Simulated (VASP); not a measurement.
W: single point with PBE

W, a slab with vacuum:

```
CELL_PARAMETERS angstrom
3.18342 0.00000 0.00000
0.00000 3.18342 0.00000
0.00000 0.00000 22.36680
ATOMIC_POSITIONS crystal
W 0.00000 0.00000 0.36407
W 0.50000 0.50000 0.42774
W 0.00000 0.00000 0.50000
W 0.50000 0.50000 0.57226
W 0.00000 0.00000 0.63593
```

| Item | Value |
| --- | --- |
| Program | VASP 6.6.1 |
| Task | single point |
| Functional | PBE |
| Potentials or basis | VASP PAW PBE potentials, release 64 (W_sv) |
| Cutoff | 520 eV |
| k mesh | 11 × 11 × 1 |
| Occupations | fermi-dirac, width 0.08 eV |
| Spin | no spin polarisation |
| Dipole correction | yes |
| Further INCAR settings | ALGO = Normal; EDIFF = 1e-06; NBANDS = 43 |

| Item | Value |
| --- | --- |
| Largest force | 0.036 eV/Å |
| Band gap on the k mesh | zero (bands 35 and 36 overlap by 1.69 eV) |

Forces in eV/Å, atoms in the order of the input:
```
W    0.000  0.000 -0.036
W    0.000  0.000  0.006
W    0.000  0.000  0.000
W    0.000  0.000 -0.006
W    0.000  0.000  0.036
```

Levels at points of the mesh, in eV from the Fermi level:
```
           k point  band 31  band 32  band 33  band 34  band 35  band 36  band 37  band 38  band 39  band 40
(0.00, 0.00, 0.00)    -1.01    -0.65    -0.65    -0.35    -0.25    -0.22    -0.01    -0.01     0.22     1.53
```

It took 2.3 min on 1 thread of Intel(R) Xeon(R) 6975P-C (Granite Rapids), with other jobs on the host, peak memory 0.37 GiB.

Caveat: spin-orbit coupling is left out, which moves the levels of the heavy elements.
